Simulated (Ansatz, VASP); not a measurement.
PtS2 in VASP and in Ansatz

```
CELL_PARAMETERS angstrom
3.54320 0.00000 0.00000
-1.77160 3.06850 0.00000
0.00000 0.00000 5.03880
ATOMIC_POSITIONS crystal
Pt 0.00000 0.00000 0.00000
S 0.33333 0.66667 0.22700
S 0.66667 0.33333 0.77300
```

Alike in both runs: task single point; functional PBE; dispersion D4; k mesh 6 × 6 × 4; occupations gaussian, width 0.1 eV; no spin polarisation.

```csv
,VASP,Ansatz
version,VASP 6.6.1,Ansatz 0.2.0
potentials or method,"VASP PAW PBE potentials, release 64 (Pt, S), cutoff 520 eV","scalar-relativistic, plane waves, PAW"
valence electrons in the cell,22,30
```

```csv
,VASP,Ansatz,Ansatz less VASP
gap on the k mesh at the Fermi level (eV),0.98,0.97,-0.014
least direct gap on the mesh (eV),1.50,1.48,-0.019
pressure (GPa),7.5,8.0,+0.52
"traceless stress, the component that is largest in VASP (GPa)",-1.00,-1.18,-0.180
rms of the force components (eV/Å),0.591,0.611,+0.0203
```

Atom by atom the forces differ by 0.020 eV/Å (rms over components). VASP's potentials hold 22 valence electrons a cell and Ansatz's 30, so a difference there can come from the potentials and not from the codes.

Spin-orbit coupling is off throughout.
